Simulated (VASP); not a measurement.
Wanted: the native input for a VASP 6.6.1 run.

```yaml
Task: single point
Functional: PBE
Dispersion: D3(BJ)
Potentials_or_basis: VASP PAW PBE potentials, release 64 (Si, Cl, H)
Cutoff: 520 eV
k_mesh: 2 × 3 × 1
Occupations: gaussian, width 0.05 eV
Spin: no spin polarisation
Dipole_correction: yes
Further_INCAR_settings: LREAL = Auto; ALGO = Normal; EDIFF = 1e-06; NBANDS = 66
```

The structure of Si4HCl lies in POSCAR:

```
Si4HCl
1.0
    7.6671877233      0.0000000000      0.0000000000
    0.0000000000      5.4215204318      0.0000000000
    0.0000000000      0.0000000000     28.3729680262
Si Cl H
16 4 4
Direct
    0.2500000000      0.0000000000      0.3416569655
    0.7500000000      0.0000000000      0.3416569655
    0.5000000000      0.2500000000      0.3416569655
    0.0000000000      0.2500000000      0.3416569655
    0.5000000000      0.5000000000      0.4092141181
    0.0000000000      0.5000000000      0.4092141181
    0.7500000000      0.7500000000      0.4092141181
    0.2500000000      0.7500000000      0.4092141181
    0.7501875745      0.0012844196      0.4760798129
    0.2501651851      0.0016448438      0.4760469373
    0.0001109591      0.2484188092      0.4759785395
    0.5002373311      0.2484127492      0.4760436336
    0.0003395619      0.5008514719      0.5431048641
    0.5002508886      0.5016908715      0.5431144199
    0.2500550209      0.7487452793      0.5431542818
    0.7504888014      0.7488637881      0.5432844023
    0.2499863452      0.8568481282      0.2746966612
    0.7500333130      0.8568338118      0.2746959073
    0.5000216799      0.3927222130      0.2746561631
   -0.0000046438      0.3925748572      0.2746396167
    0.0011247715      0.3364278165      0.5857327751
    0.4997785855      0.3381866157      0.5859514615
    0.2498575380      0.9114519191      0.5860768933
    0.7506348740      0.9123708690      0.5860770647
```

One way to write it, as run:

INCAR

```
ALGO     = Normal         # electronic algorithm
DIPOL    = 0.5 0.5 0.438
EDIFF    = 1E-6           # SCF threshold, eV
ENCUT    = 520            # plane-wave cutoff, eV
GGA      = PE             # functional
IDIPOL   = 3            
ISIF     = 2              # what is computed and relaxed
ISMEAR   = 0              # smearing method
IVDW     = 12             # dispersion correction
LASPH    = T              # aspherical terms in the spheres
LCHARG   = F              # write CHGCAR
LDIPOL   = T            
LREAL    = Auto         
LWAVE    = F              # write WAVECAR
NBANDS   = 66             # bands
NELM     = 80             # most SCF steps
PREC     = Accurate       # precision mode
SIGMA    = 0.05           # smearing width, eV
```

KPOINTS

```
k-points
0
Gamma
  2 3 1
```

Potentials or basis: VASP PAW PBE potentials, release 64 (Si, Cl, H).

Run with:

```bash
$ cat potpaw_PBE.64/Si/POTCAR potpaw_PBE.64/Cl/POTCAR potpaw_PBE.64/H/POTCAR > POTCAR
$ mpirun -np 1 vasp_std > vasp.out
```

Results of the run:

```json
{
  "Largest force": "0.580 eV/Å",
  "Band gap on the k mesh": "0.99 eV",
  "Dispersion energy per atom": "-0.203 eV"
}
```

Run time: 19 min on 1 thread of Intel(R) Xeon(R) Platinum 8488C (Sapphire Rapids), with other jobs on the host, peak memory 1 GiB.
